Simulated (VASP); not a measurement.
Input of a VASP 6.6.1 run:

The input INCAR:

```
SYSTEM = CaB15N16
  PREC = Accurate
  ENCUT = 520
  EDIFF = 1E-6
  ISMEAR = 0
  SIGMA = 0.01
  LREAL = Auto
  LASPH = .TRUE.
  NELM = 200
  ALGO = Normal
  ISIF = 2
  LWAVE = .FALSE.
  LCHARG = .TRUE.
  ISPIN = 2
  MAGMOM = 0 0 0 0 0 0 0.01 0 0 0 0 0 0 0 0 0.06 0 0.03 0.01 0.03 0.04 0.21 0.21 0.04 0.03 0 0.03 0.01 0 0 0 0
  LORBIT = 11
  NUPDOWN = 1.0
  GGA = PE
  LELF = .TRUE.
  LVHAR = .TRUE.
  NBANDS = 94
  GGA_COMPAT = .FALSE.
  ISYM = -1
```

The input KPOINTS:

```
explicit points
1
Reciprocal
  0.25000000   0.25000000   0.25000000 1
```

The input POSCAR:

```
CaB15N16
1.0
   -3.6241103800      3.6241103800     -3.6241103800
    3.6241103800      3.6241103800      3.6241103800
    3.6241103800     -3.6241103800     -3.6241103800
B Ca N
15 1 16
Direct
   -0.0093286862     -0.0120740885     -0.0063165500
   -0.0022624260      0.2455178010      0.7606152644
   -0.0023017324      0.5109324457      0.4952260941
   -0.0093363797      0.7439895532      0.2376282943
    0.2505614934     -0.0041436612      0.7612432198
    0.2505680657      0.5115586097      0.2455097558
    0.2505668383      0.7469375849     -0.0033813874
    0.5104776339      0.0038883804      0.4975235299
    0.5104738979      0.2478191502      0.2535720916
    0.5033943583      0.4983518767      0.0134649105
    0.5034346156      0.7638264752      0.7480994108
    0.7429324340     -0.0125729802      0.2371342150
    0.7505827589      0.2506539860      0.0003429161
    0.7582257275      0.4950610649      0.7447670398
    0.7505608595      0.7506404577      0.5003368078
    0.2506458257      0.2777555812      0.5273134370
   -0.0483997262     -0.0499430296      0.1997658344
   -0.0040852882      0.2499651215      0.0065470209
    0.0113622297      0.5011947244      0.7508815851
   -0.0041046045      0.7568546077      0.4996475759
    0.2505660456     -0.0072464663      0.0068726434
    0.2505554316      0.2427566845      0.8220593186
    0.2505617716      0.5725351611      0.4924634954
    0.2505634117      0.7571976300      0.2424475099
    0.5052382950      0.0115422956      0.7543200800
    0.5495876736      0.2490158618      0.4987180847
    0.5052281273      0.5046224706      0.2612150322
    0.4897735978      0.7404018620     -0.0099129146
    0.7555887087     -0.0049808464      0.4989871504
    0.7556052129      0.2492990502      0.2447230117
    0.7455380184      0.4900015186     -0.0060392145
    0.7455305241      0.7442664358      0.7397021831
```

Potentials or basis: VASP PAW PBE potentials, release 64 (B, Ca_sv, N).

Launch:

```sh
$ cat potpaw_PBE.64/B/POTCAR potpaw_PBE.64/Ca_sv/POTCAR potpaw_PBE.64/N/POTCAR > POTCAR
$ mpirun -np 1 vasp_std > vasp.out
```

(1) Estimate the pressure.

(2) What does it give for the largest force?

Results:

(1) 31.6 GPa.

(2) 0.105 eV/Å.

Caveat: the total moment is fixed, so each spin has its own Fermi level and the state may be an excited one.
